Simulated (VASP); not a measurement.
Here is a VASP 6.6.1 calculation.

The input INCAR:

```
SYSTEM = Cd
PREC = Accurate ; ENCUT = 520
EDIFF = 1E-6 ; ISMEAR = 0
SIGMA = 0.1 ; LREAL = .False.
LASPH = .True. ; NELM = 100
ALGO = Fast ; ISIF = 2
LWAVE = .False. ; LCHARG = .False.
GGA = PS ; NBANDS = 19
```

The input KPOINTS:

```
regular mesh
0
Gamma
  24 24 10
  0 0 0
```

File POSCAR:

```
Cd
1.0
    3.0030977353      0.0000000000      0.0000000000
   -1.5015488677      2.6007589288      0.0000000000
    0.0000000000      0.0000000000      5.4084687171
Cd
2
Direct
    0.3333333333      0.6666666667      0.2500000000
    0.6666666667      0.3333333333      0.7500000000
```

Potentials or basis: VASP PAW PBE potentials, release 64 (Cd).

Command:

```bash
$ cat potpaw_PBE.64/Cd/POTCAR > POTCAR
$ mpirun -np 1 vasp_std > vasp.out
```

Task: Estimate the pressure.

Result: -0.5 GPa.

Task: Estimate the band gap on the k mesh.

Result: Zero (band 12 reaches 4.21 eV, above the bottom of band 13 at 0.44 eV).

Stress tensor (GPa, compression positive):
```
-0.84  0.00  0.00
 0.00 -0.84  0.00
 0.00  0.00  0.29
```

Caveat: the cell differs from its parent crystal (biaxial strain in the a-b plane: +2.0 %, then relaxed in part); the PAW data sets were made with another functional, which shifts forces and pressure a little.
